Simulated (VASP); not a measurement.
Te2Mo:

```
Te Mo
1.0
     3.51820    0.00000    0.00000
    -1.75910    3.04685    0.00000
     0.00000    0.00000   13.97360
Te Mo
4 2
Direct
  0.33333 0.66667 0.62100
  0.66667 0.33333 0.12100
  0.33333 0.66667 0.87900
  0.66667 0.33333 0.37900
  0.33333 0.66667 0.25000
  0.66667 0.33333 0.75000
```

| Item | Value |
| --- | --- |
| Program | VASP 6.6.1 |
| Task | relaxation of cell and atoms |
| Functional | PBE |
| Dispersion | D3(BJ) |
| Potentials or basis | VASP PAW PBE potentials, release 64 (Te, Mo_sv) |
| Cutoff | 600 eV |
| k mesh | 12 × 12 × 2 |
| Occupations | gaussian, width 0.02 eV |
| Spin | no spin polarisation |

At the start: pressure -0.6 GPa; volume 24.96 Å³/atom.

Task: How do energy, volume and symmetry change on relaxing?

Result: Over 11 steps the energy falls by 4.2 meV/atom and the volume is 24.15 Å³/atom (-3.3 %); space group P6_3/mmc (No. 194, to 0.05 Å).

Step by step:
| step | energy change (eV) | largest force (eV/Å) | pressure (GPa) | volume (Å³) |
| --- | --- | --- | --- | --- |
| 1 | 0.0000 | 0.1801 | -0.57 | 149.79 |
| 2 | -0.0099 | 0.1788 | 0.16 | 147.87 |
| 3 | -0.0106 | 0.1790 | 0.42 | 147.16 |
| 4 | -0.0138 | 0.0430 | -0.52 | 147.26 |
| 5 | -0.0143 | 0.0154 | -0.27 | 147.23 |
| 6 | -0.0200 | 0.0140 | -0.20 | 146.50 |
| 7 | -0.0253 | 0.0093 | -0.02 | 145.12 |
| 8 | -0.0254 | 0.0074 | 0.03 | 144.85 |
| 9 | -0.0254 | 0.0078 | 0.02 | 144.90 |
| 10 | -0.0254 | 0.0116 | -0.08 | 144.94 |
| 11 | -0.0254 | 0.0020 | 0.00 | 144.91 |

Final structure:
```
CELL_PARAMETERS angstrom
3.49557 0.00000 0.00000
-1.74778 3.02725 0.00000
0.00000 0.00000 13.69389
ATOMIC_POSITIONS crystal
Te 0.33333 0.66667 0.61723
Te 0.66667 0.33333 0.11723
Te 0.33333 0.66667 0.88277
Te 0.66667 0.33333 0.38277
Mo 0.33333 0.66667 0.25000
Mo 0.66667 0.33333 0.75000
```
